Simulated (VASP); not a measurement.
Set up this calculation in VASP 6.6.1, as the native input.

* Task: single point
* Functional: PBE
* Potentials or basis: VASP PAW PBE potentials, release 64 (Si, O)
* Cutoff: 520 eV
* k mesh: 1 × 1 × 1
* Occupations: fermi-dirac, width 0.05 eV
* Spin: no spin polarisation
* Dipole correction: no
* Further INCAR settings: LREAL = Auto; ALGO = Normal; EDIFF = 1e-06; NBANDS = 122

The structure of Si13O24 (a cell with a defect) lies in POSCAR:

```
Si13O24
1.0
   -2.4582790000      4.2578640000      5.4316250000
    4.9165580000      0.0000000000      5.4316250000
    4.9165580000      8.5157280000      0.0000000000
Si O
13 24
Direct
    0.4451524853      0.9469907499      0.0360158589
    0.0203151734      0.0288045651      0.2720848710
    0.0920433349      0.5890051543      0.9384390856
    0.4229999928      0.8744017977      0.5304330480
   -0.0096614169     -0.0000778416      0.7515079156
    0.0779543661      0.6046590322      0.4428489156
    0.9019018381      0.4580042674      0.2695629349
    0.4987669760      0.4646279564      0.4844116731
    0.6254963132      0.0821740433      0.2006548079
    0.8807853569      0.4478777964      0.7689930605
    0.4993865210      0.5134963640      0.0551191995
    0.5832128262      0.0512566005      0.7014854282
    0.4261842828      0.4129200368      0.8280049909
    0.6106018176      1.0387756707      0.0522375189
    0.5843909741      0.3228145122      0.1777584617
    0.2252749098      0.0390842829      0.1299137398
    0.2800381317      0.5137758742      1.0682276043
    0.9612944800      0.2200094576      0.3423006043
    0.9546945208      0.4820946537      0.0933496900
    0.5603074931      0.9136344671      0.6072043278
    0.5925190902      0.2523477774      0.5745879033
    0.1945599109     -0.0160313858      0.6078036264
    0.2816223692      0.4636058083      0.4973726559
    0.9395075325      0.2002986949      0.8088568235
    0.8929279153      0.5515385197      0.5904526747
    0.0133995372      0.5751536122      0.3103723596
    0.1100920013      0.8250793332      0.3890499122
    0.6476690708      0.5108608351      0.3302258104
    0.8449668208      0.9959923765      0.2237561125
    0.4849034503      0.6271578574      0.5699861545
    0.4656600686     -0.0408148335      0.3501618132
   -0.0181893619      0.5630907497      0.8196419413
    0.0425433223      0.8346711393      0.9090657099
    0.6193301090      0.4919947707      0.8695647189
    0.8029795611      0.9676507751      0.7180504396
    0.5412684698      0.7061298687      0.0759597381
    0.4256189483      0.0057068520      0.8579034467
```

One way to write it, as run:

INCAR

```
SYSTEM = Si13O24
  PREC = Accurate
  ENCUT = 520
  EDIFF = 1E-6
  ISMEAR = -1
  SIGMA = 0.05
  LREAL = Auto
  LASPH = .True.
  NELM = 100
  ALGO = Normal
  ISIF = 2
  LWAVE = .False.
  LCHARG = .True.
  GGA = PE
  LELF = .True.
  LVHAR = .True.
  NBANDS = 122
```

KPOINTS

```
regular mesh
0
Gamma
  1 1 1
  0 0 0
```

Potentials or basis: VASP PAW PBE potentials, release 64 (Si, O).

Launch:

```bash
$ cat potpaw_PBE.64/Si/POTCAR potpaw_PBE.64/O/POTCAR > POTCAR
$ mpirun -np 1 vasp_gam > vasp.out
```

Results of the run:

```yaml
Pressure: 4.6 GPa
Largest_force: 4.087 eV/Å
Band_gap_on_the_k_mesh: 1.62 eV
```

Caveat: the k points lie up to 0.94 Å⁻¹ apart, too coarse for converged energies, forces and pressures.

It took 2.3 min on 1 thread of Intel(R) Xeon(R) Platinum 8259CL CPU @ 2.50GHz (Skylake/Cascade Lake) (shared host), peak memory 0.47 GiB.
